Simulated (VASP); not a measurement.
# HfMoC2 (P4/mmm) in VASP: notebook

The runs below take HfMoC2 through single point, with PBE, PBEsol, RPBE.

All numbers are computed with VASP 6.6.1; they aren't measurements. Logs are shortened: lines on timing, memory, paths and dates and some standing lists are left out, and cuts for length are marked.

**1. The cell of the first run**

The structure is tetragonal, space group P4/mmm (No. 123). The conventional cell has a = 3.191 Å, b = 3.191 Å, c = 4.485 Å, α = 90.00°, β = 90.00°, γ = 90.00°. Within 3.0 Å of Hf (site symmetry 4/mmm) lie 6 C at 2.24 to 2.26 Å. Within 3.0 Å of Mo (site symmetry 4/mmm) lie 6 C at 2.24 to 2.26 Å. C (site symmetry 4/mmm) has 2 Mo at 2.24 Å and 4 Hf at 2.26 Å within 3.0 Å. Within 3.0 Å of C (site symmetry 4/mmm) lie 2 Hf at 2.24 Å and 4 Mo at 2.26 Å.

**2. Single point, PBE**

File INCAR:

```
  ALGO = Normal
  EDIFF = 1E-7
  ENCUT = 520
  GGA = PE
  ISIF = 2
  ISMEAR = -1
  LASPH = T
  LCHARG = F
  LREAL = F
  LWAVE = F
  NBANDS = 24
  NELM = 60
  PREC = Accurate
  SIGMA = 0.05
```

File KPOINTS:

```
k-points
0
Gamma
  5 5 4
```

File POSCAR:

```
HfMoC2
1.0
    3.1914230000      0.0000000000      0.0000000000
    0.0000000000      3.1914230000      0.0000000000
    0.0000000000      0.0000000000      4.4851640000
Hf Mo C
1 1 2
Direct
    0.0000000000      0.0000000000      0.0000000000
    0.5000000000      0.5000000000      0.5000000000
    0.5000000000      0.5000000000      0.0000000000
    0.0000000000      0.0000000000      0.5000000000
```

Potentials or basis: VASP PAW PBE potentials, release 64 (Hf_pv, Mo_sv, C).

Command:

```sh
cat potpaw_PBE.64/Hf_pv/POTCAR potpaw_PBE.64/Mo_sv/POTCAR potpaw_PBE.64/C/POTCAR > POTCAR
mpirun -np 1 vasp_std > vasp.out
```

OUTCAR:

```text
EDIFF = 1E-7
   ENCUT = 520
   GGA = PE
   ISIF = 2
   ISMEAR = -1
   LASPH = T
   LREAL = F
   NELM = 60
   PREC = Accurate

 ion  position               nearest neighbor table
   1  0.000  0.000  0.000-   4 2.24   4 2.24   3 2.26   3 2.26   3 2.26   3 2.26   2 3.18   2 3.18
                             2 3.18   2 3.18   2 3.18   2 3.18   2 3.18   2 3.18
   2  0.500  0.500  0.500-   3 2.24   3 2.24   4 2.26   4 2.26   4 2.26   4 2.26   1 3.18   1 3.18
                             1 3.18   1 3.18   1 3.18   1 3.18   1 3.18   1 3.18
   3  0.500  0.500  0.000-   2 2.24   2 2.24   1 2.26   1 2.26   1 2.26   1 2.26
   4  0.000  0.000  0.500-   1 2.24   1 2.24   2 2.26   2 2.26   2 2.26   2 2.26

  LATTYP: Found a simple tetragonal cell.
 ALAT       =     3.1914230000
 C/A-ratio  =     1.4053806092

  Lattice vectors:

 A1 = (   3.1914230000,   0.0000000000,   0.0000000000)
 A2 = (   0.0000000000,   3.1914230000,   0.0000000000)
 A3 = (   0.0000000000,   0.0000000000,   4.4851640000)

Analysis of symmetry for initial positions (statically):
=====================================================================
 Subroutine PRICEL returns:
 Original cell was already a primitive cell.

 Routine SETGRP: Setting up the symmetry group for a
 simple tetragonal supercell.

 Subroutine GETGRP returns: Found 16 space group operations
 (whereof 16 operations were pure point group operations)
 out of a pool of 16 trial point group operations.

The static configuration has the point symmetry D_4h.

Analysis of symmetry for dynamics (positions and initial velocities):
=====================================================================
 Subroutine PRICEL returns:
 Original cell was already a primitive cell.

 Routine SETGRP: Setting up the symmetry group for a
 simple tetragonal supercell.

 Subroutine GETGRP returns: Found 16 space group operations
 (whereof 16 operations were pure point group operations)
 out of a pool of 16 trial point group operations.

The dynamic configuration has the point symmetry D_4h.

 Subroutine INISYM returns: Found 16 space group operations
 (whereof 16 operations are pure point group operations),
 and found     1 'primitive' translations

----------------------------------------------------------------------------------------

                                     Primitive cell

  volume of cell :      45.6822

  direct lattice vectors                    reciprocal lattice vectors
     3.191423000  0.000000000  0.000000000     0.313339849  0.000000000  0.000000000
     0.000000000  3.191423000  0.000000000     0.000000000  0.313339849  0.000000000
     0.000000000  0.000000000  4.485164000     0.000000000  0.000000000  0.222957288

  length of vectors
     3.191423000  3.191423000  4.485164000     0.313339849  0.313339849  0.222957288

  position of ions in fractional coordinates (direct lattice)
     0.000000000  0.000000000  0.000000000
     0.500000000  0.500000000  0.500000000
     0.500000000  0.500000000  0.000000000
     0.000000000  0.000000000  0.500000000

  ion indices of the primitive-cell ions
   primitive index   ion index
                 1           1
                 2           2
                 3           3
                 4           4

----------------------------------------------------------------------------------------

 KPOINTS: k-points

Automatic generation of k-mesh.
 Grid dimensions read from file:
 generate k-points for:    5    5    4

 Generating k-lattice:

  Cartesian coordinates                     Fractional coordinates (reciprocal lattice)
     0.062667970  0.000000000  0.000000000     0.200000000  0.000000000  0.000000000
     0.000000000  0.062667970  0.000000000     0.000000000  0.200000000  0.000000000
     0.000000000  0.000000000  0.055739322     0.000000000  0.000000000  0.250000000

  Length of vectors
     0.062667970  0.062667970  0.055739322

  Shift w.r.t. Gamma in fractional coordinates (k-lattice)
     0.000000000  0.000000000  0.000000000

 Subroutine IBZKPT returns following result:
 ===========================================

 Found     18 irreducible k-points:

 Following reciprocal coordinates:
            Coordinates               Weight
  0.000000  0.000000  0.000000      1.000000
  0.200000  0.000000  0.000000      4.000000
  0.400000  0.000000  0.000000      4.000000
  0.200000  0.200000  0.000000      4.000000
  0.400000  0.200000  0.000000      8.000000
  0.400000  0.400000  0.000000      4.000000
[... 10 lines left out ...]
  0.400000  0.200000  0.500000      8.000000
  0.400000  0.400000  0.500000      4.000000
   k-points           NKPTS =     18   k-points in BZ     NKDIM =     18   number of bands    NBANDS=     24
   number of dos      NEDOS =    301   number of ions     NIONS =      4
   total plane-waves  NPLWV =  20736
   dimension x,y,z NGX =    24 NGY =   24 NGZ =   36
   dimension x,y,z NGXF=    48 NGYF=   48 NGZF=   72
   ions per type =               1   1   2
   NGX,Y,Z   is equivalent  to a cutoff of  12.50, 12.50, 13.34 a.u.
   NGXF,Y,Z  is equivalent  to a cutoff of  25.00, 25.00, 26.69 a.u.
 SYSTEM =  unknown system
   PREC   = accura    normal or accurate (medium, high low for compatibility)
   ISTART =      0    job   : 0-new  1-cont  2-samecut
   ICHARG =      2    charge: 1-file 2-atom 10-const
   ISPIN  =      1    spin polarized calculation?
   LNONCOLLINEAR =      F non collinear calculations
   LSORBIT =      F    spin-orbit coupling
   LASPH  =      T    aspherical Exc in radial PAW
   ENCUT  =  520.0 eV  38.22 Ry    6.18 a.u.   5.93  5.93  8.34*2*pi/ulx,y,z
   NELM   =     60;   NELMIN=  2; NELMDL= -5     # of ELM steps
   EDIFF  = 0.1E-06   stopping-criterion for ELM
   LREAL  =      F    real-space projection
   EDIFFG = 0.1E-05   stopping-criterion for IOM
   NSW    =      0    number of steps for IOM
   IBRION =     -1    ionic relax: 0-MD 1-quasi-New 2-CG
   NFREE  =      0    steps in history (QN), initial steepest desc. (CG)
   ISIF   =      2    stress and relaxation
   ISYM   =      2    0-nonsym 1-usesym 2-fastsym
   POTIM  = 0.5000    time-step for ionic-motion
   TEBEG  =    0.0;   TEEND  =   0.0 temperature during run
   PSTRESS=    0.0 pullay stress
   NELECT =      32.0000    total number of electrons
   NUPDOWN=      -1.0000    fix difference up-down
   EMIN   =  10.00;   EMAX   =-10.00  energy-range for DOS
   EFERMI =   0.00;   METHOD = LEGACY
   ISMEAR =    -1;   SIGMA  =   0.05  broadening in eV -4-tet -1-fermi 0-gaus
   EFERMI_NEDOS =   21; number of points for ismear=-14 and -15
   IALGO  =     38    algorithm
   IMIX   =      4    mixing-type and parameters
     AMIX     =   0.40;   BMIX     =  1.00
     AMIX_MAG =   1.60;   BMIX_MAG =  1.00
  volume/ion in A,a.u.               =      11.42        77.07
  Fermi-wavevector in a.u.,A,eV,Ry     =   1.453927  2.747523 28.761388  2.113902
  Thomas-Fermi vector in A             =   2.571136
   LORBIT       =      0    0 simple, 1 ext, 2 COOP (PROOUT), +10 PAW based schemes
   GGA     = PE    functional components
   LHFCALC =     F    Hartree Fock is set to
   AEXX    =    0.0000 exact exchange contribution
   IVDW    =     0    specifies the selected vdW correction
   LEPSILON=     F    determine dielectric tensor
   LRPA    =     F    only Hartree local field effects (RPA)
 non-spin polarized calculation
  energy-cutoff  :      520.00
  volume of cell :       45.68
 maximum number of plane-waves:      1246
 NGX is ok and might be reduce to    24
   NGX = 11   NGY = 11   NGZ = 17

 number of electron      32.0000000 magnetization

 Free energy of the ion-electron system (eV)
  ---------------------------------------------------
  ext. energy  EPLUGINS =         0.00000000
  ---------------------------------------------------
  free energy    TOTEN  =       -40.80052995 eV

  energy without entropy =      -40.79001234  energy(sigma->0) =      -40.79527115

 E-fermi :   9.4694     XC(G=0): -12.9105

 val. band max:        9.1528107480   @ k =   0.4000   0.4000   0.2500
 cond. band min:       9.4712471342   @ k =   0.0000   0.0000   0.0000
 fundamental gap:      0.3184363862
 Fermi energy:         9.4694193007

 k-point     1 :       0.0000    0.0000    0.0000
  band No.  band energies     occupation
      1     -52.6830      2.00000
      2     -26.7076      2.00000
      3     -26.6852      2.00000
      4     -26.6852      2.00000
      5     -20.9500      2.00000
      6     -20.6406      2.00000
[... 16 lines left out ...]
     23      13.9968      0.00000
     24      13.9968      0.00000

 k-point     2 :       0.2000    0.0000    0.0000
  band No.  band energies     occupation
      1     -52.6768      2.00000
      2     -26.7718      2.00000
      3     -26.6958      2.00000
      4     -26.6738      2.00000
      5     -20.9404      2.00000
      6     -20.8230      2.00000
[... 16 lines left out ...]
     23      13.9370      0.00000
     24      16.2710      0.00000

 k-point     3 :       0.4000    0.0000    0.0000
  band No.  band energies     occupation
      1     -52.6669      2.00000
      2     -26.9093      2.00000
      3     -26.6767      2.00000
      4     -26.6554      2.00000
      5     -21.1045      2.00000
      6     -20.9247      2.00000
[... 16 lines left out ...]
     23      15.7388      0.00000
     24      16.1042      0.00000
[... 352 lines left out ...]
 k-point    17 :       0.4000    0.2000    0.5000
  band No.  band energies     occupation
      1     -52.6607      2.00000
      2     -26.9004      2.00000
      3     -26.7394      2.00000
      4     -26.6790      2.00000
      5     -21.0567      2.00000
      6     -20.9162      2.00000
[... 16 lines left out ...]
     23      16.3428      0.00000
     24      17.4863      0.00000

 k-point    18 :       0.4000    0.4000    0.5000
  band No.  band energies     occupation
      1     -52.6508      2.00000
      2     -26.8758      2.00000
      3     -26.8725      2.00000
      4     -26.6620      2.00000
      5     -21.0173      2.00000
      6     -21.0148      2.00000
[... 16 lines left out ...]
     23      15.8314      0.00000
     24      16.9908      0.00000

------------------------ aborting loop because EDIFF is reached ----------------------------------------

  FORCE on cell =-STRESS in cart. coord.  units (eV):
  Direction    XX          YY          ZZ          XY          YZ          ZX
  --------------------------------------------------------------------------------------
  -------------------------------------------------------------------------------------
  Total       -0.9270292     -0.9270292      0.9628087      0.0000000     -0.0000000      0.0000000
  in kB      -32.5129922    -32.5129922     33.7678587      0.0000000     -0.0000000      0.0000000
  external PRESSURE =     -10.4193752 kB  Pullay stress =       0.0000000 kB

 VOLUME and BASIS-vectors are now :
 -----------------------------------------------------------------------------
  energy-cutoff  :      520.00
  volume of cell :       45.68
      direct lattice vectors                 reciprocal lattice vectors
     3.191423000  0.000000000  0.000000000     0.313339849  0.000000000  0.000000000
     0.000000000  3.191423000  0.000000000     0.000000000  0.313339849  0.000000000
     0.000000000  0.000000000  4.485164000     0.000000000  0.000000000  0.222957288

 POSITION                                       TOTAL-FORCE (eV/Angst)
 -----------------------------------------------------------------------------------
      0.00000      0.00000      0.00000         0.000000      0.000000      0.000000
      1.59571      1.59571      2.24258         0.000000      0.000000      0.000000
      1.59571      1.59571      0.00000         0.000000      0.000000      0.000000
      0.00000      0.00000      2.24258         0.000000      0.000000      0.000000
 -----------------------------------------------------------------------------------
    total drift:                                0.000000     -0.000000     -0.000000

  FREE ENERGIE OF THE ION-ELECTRON SYSTEM (eV)
  ---------------------------------------------------
  free  energy   TOTEN  =       -40.8005299499 eV

  energy  without entropy=      -40.7900123406  energy(sigma->0) =      -40.79527115
```

Wall time 29 s (1 thread of Intel Xeon 8259CL, shared host); peak memory 0.17 GiB.

What came out:

```yaml
Free_energy: -40.8005 eV
Pressure: -1.0 GPa
Band_gap_on_the_k_mesh: zero (band 16 reaches 10.28 eV, above the bottom of band 17 at 8.06 eV)
```

Caveat: the k points lie up to 0.39 Å⁻¹ apart; spin-orbit coupling is left out, which moves the levels of the heavy elements.

(Part 1 of 2 ends here.)
